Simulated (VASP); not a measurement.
Set up this calculation in VASP 6.6.1, as the native input.

| Quantity | Value |
| --- | --- |
| Task | relaxation of cell and atoms |
| Functional | r2SCAN |
| Potentials or basis | VASP PAW PBE potentials, release 64 (Zn, Se) |
| Cutoff | 600 eV |
| k mesh | 8 × 8 × 8 |
| Occupations | gaussian, width 0.02 eV |
| Spin | no spin polarisation |
| Dipole correction | no |
| Further INCAR settings | ALGO = Normal; EDIFF = 1e-07; IBRION = 2; EDIFFG = -0.005; NSW = 100; ISIF = 3 |

The system is ZnSe.

```
Zn Se
1.0
     0.00000    2.83380    2.83380
     2.83380    0.00000    2.83380
     2.83380    2.83380    0.00000
Zn Se
1 1
Direct
  0.00000 0.00000 0.00000
  0.25000 0.25000 0.25000
```

One way to write it, as run:

POSCAR

```
ZnSe
1.0
    0.0000000000      2.8338000000      2.8338000000
    2.8338000000      0.0000000000      2.8338000000
    2.8338000000      2.8338000000      0.0000000000
Zn Se
1 1
Direct
    0.0000000000      0.0000000000      0.0000000000
    0.2500000000      0.2500000000      0.2500000000
```

INCAR.step1

```
SYSTEM = ZnSe
ALGO     = Normal         ! electronic algorithm
EDIFF    = 1E-4           ! SCF threshold, eV
ENCUT    = 600            ! plane-wave cutoff, eV
GGA      = PE             ! functional
ISMEAR   = 0              ! smearing method
LASPH    = .True.         ! aspherical terms in the spheres
LCHARG   = .False.        ! write CHGCAR
LREAL    = .False.        ! projectors in reciprocal space
LWAVE    = .True.         ! write WAVECAR
NELM     = 100            ! most SCF steps
PREC     = Accurate       ! precision mode
SIGMA    = 0.02           ! smearing width, eV
```

INCAR.step2

```
SYSTEM = ZnSe
ALGO     = Normal         ! electronic algorithm
EDIFF    = 1E-7           ! SCF threshold, eV
EDIFFG   = -0.005         ! ionic threshold
ENCUT    = 600            ! plane-wave cutoff, eV
IBRION   = 2              ! ionic algorithm
ISIF     = 3              ! what is computed and relaxed
ISMEAR   = 0              ! smearing method
ISTART   = 1            
LASPH    = .True.         ! aspherical terms in the spheres
LCHARG   = .False.        ! write CHGCAR
LMIXTAU  = .True.       
LREAL    = .False.        ! projectors in reciprocal space
LWAVE    = .False.        ! write WAVECAR
METAGGA  = R2SCAN         ! meta-GGA
NELM     = 100            ! most SCF steps
NSW      = 100            ! ionic steps
PREC     = Accurate       ! precision mode
SIGMA    = 0.02           ! smearing width, eV
```

KPOINTS

```
k-points
0
Gamma
  8 8 8
  0 0 0
```

Potentials or basis: VASP PAW PBE potentials, release 64 (Zn, Se).

The run is started by

```console
$ cat potpaw_PBE.64/Zn/POTCAR potpaw_PBE.64/Se/POTCAR > POTCAR
$ cp INCAR.step1 INCAR
$ mpirun -np 1 vasp_std > vasp.out
$ cp INCAR.step2 INCAR
$ mpirun -np 1 vasp_std > vasp.out
```

Results of the run:

```json
{"Pressure after relaxing": "0.0 GPa", "Band gap on the k mesh": "1.87 eV, direct"}
```

Caveat: the relaxation stopped at its first step, so nothing moved; the PAW data sets were made with another functional, which shifts forces and pressure a little.

Run time: 33 s on 1 thread of Intel(R) Xeon(R) 6975P-C (Granite Rapids) (shared host), peak memory 0.2 GiB.
